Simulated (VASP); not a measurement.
# Si (Cmce) in VASP: single point with PBE

Aim: the single point of Si with PBE.

Everything below comes from runs of VASP 6.6.1. Logs are shortened: lines on timing, memory, paths and dates and some standing lists are left out, and cuts for length are marked.

## (1) The cell of the first run

It takes space group Cmce (No. 64, orthorhombic). The conventional cell has a = 4.311 Å, b = 7.297 Å, c = 4.306 Å, α = 90.00°, β = 90.00°, γ = 90.00°. Within 3.1 Å of Si (site symmetry m) lie 7 Si at 2.33 to 2.67 Å.

## (2) Single point, PBE

Contents of INCAR:

```
SYSTEM = Si
PREC     = Accurate       ! precision mode
ENCUT    = 520            ! plane-wave cutoff, eV
EDIFF    = 1E-6           ! SCF threshold, eV
ISMEAR   = 1              ! smearing method
SIGMA    = 0.0229         ! smearing width, eV
LREAL    = .False.        ! projectors in reciprocal space
LASPH    = .True.         ! aspherical terms in the spheres
NELM     = 100            ! most SCF steps
ALGO     = Normal         ! electronic algorithm
ISIF     = 2              ! what is computed and relaxed
LWAVE    = .False.        ! write WAVECAR
LCHARG   = .False.        ! write CHGCAR
GGA      = PE             ! functional
NBANDS   = 16             ! bands
```

Contents of KPOINTS:

```
regular mesh
0
Gamma
  7 7 6
  0 0 0
```

Contents of POSCAR:

```
Si
1.0
    2.1556240000      3.6485290000      0.0000000000
    2.1556240000     -3.6485290000      0.0000000000
    0.0000000000      0.0000000000     -4.3055200000
Si
4
Direct
    0.1525000000      0.8475000000      0.9215000000
    0.3475000000      0.6525000000      0.4215000000
    0.8475000000      0.1525000000      0.0785000000
    0.6525000000      0.3475000000      0.5785000000
```

Potentials or basis: VASP PAW PBE potentials, release 64 (Si).

Started as:

```bash
$ cat potpaw_PBE.64/Si/POTCAR > POTCAR
$ mpirun -np 1 vasp_std > vasp.out
```

OUTCAR:

```text
SYSTEM = Si
   PREC = Accurate
   ENCUT = 520
   EDIFF = 1E-6
   ISMEAR = 1
   LREAL = .False.
   LASPH = .True.
   NELM = 100
   ISIF = 2
   GGA = PE

 ion  position               nearest neighbor table
   1  0.153  0.847  0.922-   3 2.33   2 2.58   2 2.58   4 2.61   4 2.61   3 2.67   3 2.67
   2  0.347  0.653  0.422-   4 2.33   1 2.58   1 2.58   3 2.61   3 2.61   4 2.67   4 2.67
   3  0.847  0.153  0.078-   1 2.33   4 2.58   4 2.58   2 2.61   2 2.61   1 2.67   1 2.67
   4  0.653  0.347  0.578-   2 2.33   3 2.58   3 2.58   1 2.61   1 2.61   2 2.67   2 2.67

  LATTYP: Found a base centered orthorhombic cell.
 ALAT       =     4.3112480000
 B/A-ratio  =     1.6925628032
 C/A-ratio  =     0.9986713824

  Lattice vectors:

 A1 = (   2.1556240000,   3.6485290000,   0.0000000000)
 A2 = (   2.1556240000,  -3.6485290000,   0.0000000000)
 A3 = (   0.0000000000,   0.0000000000,  -4.3055200000)

Analysis of symmetry for initial positions (statically):
=====================================================================
 Subroutine PRICEL returns:
 Original cell was already a primitive cell.

 Routine SETGRP: Setting up the symmetry group for a
 base centered orthorhombic supercell.

 Subroutine GETGRP returns: Found  8 space group operations
 (whereof  4 operations were pure point group operations)
 out of a pool of  8 trial point group operations.

The static configuration has the point symmetry C_2h.
 The point group associated with its full space group is D_2h.

Analysis of symmetry for dynamics (positions and initial velocities):
=====================================================================
 Subroutine PRICEL returns:
 Original cell was already a primitive cell.

 Routine SETGRP: Setting up the symmetry group for a
 base centered orthorhombic supercell.

 Subroutine GETGRP returns: Found  8 space group operations
 (whereof  4 operations were pure point group operations)
 out of a pool of  8 trial point group operations.

The dynamic configuration has the point symmetry C_2h.
 The point group associated with its full space group is D_2h.

 Subroutine INISYM returns: Found  8 space group operations
 (whereof  4 operations are pure point group operations),
 and found     1 'primitive' translations

----------------------------------------------------------------------------------------

                                     Primitive cell

  volume of cell :      67.7246

  direct lattice vectors                    reciprocal lattice vectors
     2.155624000  3.648529000  0.000000000     0.231951398  0.137041531  0.000000000
     2.155624000 -3.648529000  0.000000000     0.231951398 -0.137041531  0.000000000
     0.000000000  0.000000000 -4.305520000     0.000000000  0.000000000 -0.232259983

  length of vectors
     4.237744529  4.237744529  4.305520000     0.269410156  0.269410156  0.232259983

  position of ions in fractional coordinates (direct lattice)
     0.152500000  0.847500000  0.921500000
     0.347500000  0.652500000  0.421500000
     0.847500000  0.152500000  0.078500000
     0.652500000  0.347500000  0.578500000

  ion indices of the primitive-cell ions
   primitive index   ion index
                 1           1
                 2           2
                 3           3
                 4           4

----------------------------------------------------------------------------------------

 KPOINTS: regular mesh

Automatic generation of k-mesh.
 Grid dimensions read from file:
 generate k-points for:    7    7    6

 Generating k-lattice:

  Cartesian coordinates                     Fractional coordinates (reciprocal lattice)
     0.033135914  0.019577362  0.000000000     0.142857143  0.000000000  0.000000000
     0.033135914 -0.019577362  0.000000000     0.000000000  0.142857143  0.000000000
     0.000000000  0.000000000 -0.038709997     0.000000000  0.000000000  0.166666667

  Length of vectors
     0.038487165  0.038487165  0.038709997

  Shift w.r.t. Gamma in fractional coordinates (k-lattice)
     0.000000000  0.000000000  0.000000000

 Subroutine IBZKPT returns following result:
 ===========================================

 Found     64 irreducible k-points:

 Following reciprocal coordinates:
            Coordinates               Weight
  0.000000  0.000000  0.000000      1.000000
  0.142857  0.000000  0.000000      4.000000
  0.285714 -0.000000  0.000000      4.000000
  0.428571 -0.000000  0.000000      4.000000
  0.142857  0.142857  0.000000      2.000000
  0.285714  0.142857  0.000000      4.000000
[... 16 lines left out ...]
  0.428571  0.142857  0.166667      8.000000
 -0.428571  0.142857  0.166667      8.000000
 [... further k-points ...]
   k-points           NKPTS =     64   k-points in BZ     NKDIM =     64   number of bands    NBANDS=     16
   number of dos      NEDOS =    301   number of ions     NIONS =      4
   total plane-waves  NPLWV =  32768
   dimension x,y,z NGX =    32 NGY =   32 NGZ =   32
   dimension x,y,z NGXF=    64 NGYF=   64 NGZF=   64
   ions per type =               4
   NGX,Y,Z   is equivalent  to a cutoff of  12.55, 12.55, 12.36 a.u.
   NGXF,Y,Z  is equivalent  to a cutoff of  25.11, 25.11, 24.71 a.u.
 SYSTEM =  Si
   PREC   = accura    normal or accurate (medium, high low for compatibility)
   ISTART =      0    job   : 0-new  1-cont  2-samecut
   ICHARG =      2    charge: 1-file 2-atom 10-const
   ISPIN  =      1    spin polarized calculation?
   LNONCOLLINEAR =      F non collinear calculations
   LSORBIT =      F    spin-orbit coupling
   LASPH  =      T    aspherical Exc in radial PAW
   ENCUT  =  520.0 eV  38.22 Ry    6.18 a.u.   7.88  7.88  8.01*2*pi/ulx,y,z
   NELM   =    100;   NELMIN=  2; NELMDL= -5     # of ELM steps
   EDIFF  = 0.1E-05   stopping-criterion for ELM
   LREAL  =      F    real-space projection
   EDIFFG = 0.1E-04   stopping-criterion for IOM
   NSW    =      0    number of steps for IOM
   IBRION =     -1    ionic relax: 0-MD 1-quasi-New 2-CG
   NFREE  =      0    steps in history (QN), initial steepest desc. (CG)
   ISIF   =      2    stress and relaxation
   ISYM   =      2    0-nonsym 1-usesym 2-fastsym
   POTIM  = 0.5000    time-step for ionic-motion
   TEBEG  =    0.0;   TEEND  =   0.0 temperature during run
   PSTRESS=    0.0 pullay stress
   NELECT =      16.0000    total number of electrons
   NUPDOWN=      -1.0000    fix difference up-down
   EMIN   =  10.00;   EMAX   =-10.00  energy-range for DOS
   EFERMI =   0.00;   METHOD = LEGACY
   ISMEAR =     1;   SIGMA  =   0.02  broadening in eV -4-tet -1-fermi 0-gaus
   EFERMI_NEDOS =   21; number of points for ismear=-14 and -15
   IALGO  =     38    algorithm
   IMIX   =      4    mixing-type and parameters
     AMIX     =   0.40;   BMIX     =  1.00
     AMIX_MAG =   1.60;   BMIX_MAG =  1.00
  volume/ion in A,a.u.               =      16.93       114.26
  Fermi-wavevector in a.u.,A,eV,Ry     =   1.012044  1.912486 13.935534  1.024233
  Thomas-Fermi vector in A             =   2.145130
   LORBIT       =      0    0 simple, 1 ext, 2 COOP (PROOUT), +10 PAW based schemes
   GGA     = PE    functional components
   LHFCALC =     F    Hartree Fock is set to
   AEXX    =    0.0000 exact exchange contribution
   IVDW    =     0    specifies the selected vdW correction
   LEPSILON=     F    determine dielectric tensor
   LRPA    =     F    only Hartree local field effects (RPA)
 non-spin polarized calculation
 Methfessel and Paxton  Order N= 1 SIGMA  =   0.02
  energy-cutoff  :      520.00
  volume of cell :       67.72
 maximum number of plane-waves:      1840
   NGX = 15   NGY = 15   NGZ = 17

 number of electron      16.0000001 magnetization

 Free energy of the ion-electron system (eV)
  ---------------------------------------------------
  ext. energy  EPLUGINS =         0.00000000
  ---------------------------------------------------
  free energy    TOTEN  =       -19.53611646 eV

  energy without entropy =      -19.53610024  energy(sigma->0) =      -19.53611106

 E-fermi :   8.1318     XC(G=0): -10.3661

 val. band max:        8.1276377369   @ k =  -0.2857   0.2857   0.1667
 cond. band min:       8.1457010696   @ k =   0.4286  -0.0000   0.1667
 fundamental gap:      0.0180633327
 Fermi energy:         8.1317623617

 k-point     1 :       0.0000    0.0000    0.0000
  band No.  band energies     occupation
      1      -5.3715      2.00000
      2       1.3206      2.00000
      3       2.0256      2.00000
      4       3.8013      2.00000
      5       4.0792      2.00000
      6       4.4649      2.00000
[... 8 lines left out ...]
     15      12.7620      0.00000
     16      13.2445      0.00000

 k-point     2 :       0.1429    0.0000    0.0000
  band No.  band energies     occupation
      1      -5.1664      2.00000
      2       1.1417      2.00000
      3       2.0667      2.00000
      4       2.1280      2.00000
      5       4.0609      2.00000
      6       5.0031      2.00000
[... 8 lines left out ...]
     15      13.4068      0.00000
     16      13.8567      0.00000

 k-point     3 :       0.2857   -0.0000    0.0000
  band No.  band energies     occupation
      1      -4.5541      2.00000
      2      -0.4527      2.00000
      3       1.8490      2.00000
      4       2.2730      2.00000
      5       3.7339      2.00000
      6       4.4006      2.00000
[... 8 lines left out ...]
     15      13.5261      0.00000
     16      15.6502      0.00000

 k-point     4 :       0.4286   -0.0000    0.0000
  band No.  band energies     occupation
      1      -3.5445      2.00000
      2      -2.1591      2.00000
      3       2.0060      2.00000
      4       2.1739      2.00000
      5       4.0546      2.00000
      6       4.3295      2.00000
[... 8 lines left out ...]
     15      14.8533      0.00000
     16      15.5603      0.00000
[... 324 lines left out ...]
 k-point    22 :       0.2857    0.1429    0.1667
  band No.  band energies     occupation
      1      -3.7342      2.00000
      2      -1.1585      2.00000
      3       0.3152      2.00000
      4       2.2543      2.00000
      5       3.8794      2.00000
      6       4.6502      2.00000
[... 8 lines left out ...]
     15      14.6222      0.00000
     16      14.9725      0.00000

 k-point    23 :       0.4286    0.1429    0.1667
  band No.  band energies     occupation
      1      -2.6223      2.00000
      2      -2.5343      2.00000
      3       0.4634      2.00000
      4       2.3098      2.00000
      5       3.2440      2.00000
      6       4.5416      2.00000
[... 8 lines left out ...]
     15      14.8341      0.00000
     16      15.4182      0.00000

 k-point    24 :      -0.4286    0.1429    0.1667
  band No.  band energies     occupation
      1      -3.7750      2.00000
      2      -1.0291      2.00000
      3       0.5724      2.00000
      4       1.7366      2.00000
      5       4.2780      2.00000
      6       4.5618      2.00000
[... 8 lines left out ...]
     15      14.9012      0.00000
     16      15.2354      0.00000

 [... further k-points ...]

------------------------ aborting loop because EDIFF is reached ----------------------------------------

  FORCE on cell =-STRESS in cart. coord.  units (eV):
  Direction    XX          YY          ZZ          XY          YZ          ZX
  --------------------------------------------------------------------------------------
  -------------------------------------------------------------------------------------
  Total       -0.5788808      2.0109896     -1.3473713      0.0000000      0.0000000      0.0000000
  in kB      -13.6947259     47.5744736    -31.8750915      0.0000000      0.0000000      0.0000000
  external PRESSURE =       0.6682187 kB  Pullay stress =       0.0000000 kB

 VOLUME and BASIS-vectors are now :
 -----------------------------------------------------------------------------
  energy-cutoff  :      520.00
  volume of cell :       67.72
      direct lattice vectors                 reciprocal lattice vectors
     2.155624000  3.648529000  0.000000000     0.231951398  0.137041531  0.000000000
     2.155624000 -3.648529000  0.000000000     0.231951398 -0.137041531  0.000000000
     0.000000000  0.000000000 -4.305520000     0.000000000  0.000000000 -0.232259983

 POSITION                                       TOTAL-FORCE (eV/Angst)
 -----------------------------------------------------------------------------------
      2.15562     -2.53573     -3.96754         0.000000      0.889074      0.676023
      2.15562     -1.11280     -1.81478         0.000000     -0.889074      0.676023
      2.15562      2.53573     -0.33798         0.000000     -0.889074     -0.676023
      2.15562      1.11280     -2.49074         0.000000      0.889074     -0.676023
 -----------------------------------------------------------------------------------
    total drift:                               -0.000000      0.000000      0.000000

  FREE ENERGIE OF THE ION-ELECTRON SYSTEM (eV)
  ---------------------------------------------------
  free  energy   TOTEN  =       -19.5361164635 eV

  energy  without entropy=      -19.5361002433  energy(sigma->0) =      -19.53611106
```

Wall time 21 s (1 thread of Intel Xeon 6975P-C (Granite Rapids), shared host); peak memory 0.19 GiB.

What came out:

```yaml
Free_energy: -19.5361 eV
Pressure: 0.1 GPa
Largest_force: 1.117 eV/Å
Band_gap_on_the_k_mesh: zero (band 8 reaches 9.41 eV, above the bottom of band 9 at 6.63 eV)
```

Forces in eV/Å, atoms in the order of the input:
```
Si   0.000  0.889  0.676
Si   0.000 -0.889  0.676
Si   0.000 -0.889 -0.676
Si   0.000  0.889 -0.676
```

Caveat: forces of over 1 eV/Å act on the atoms, so gaps and moduli don't describe the material at rest.
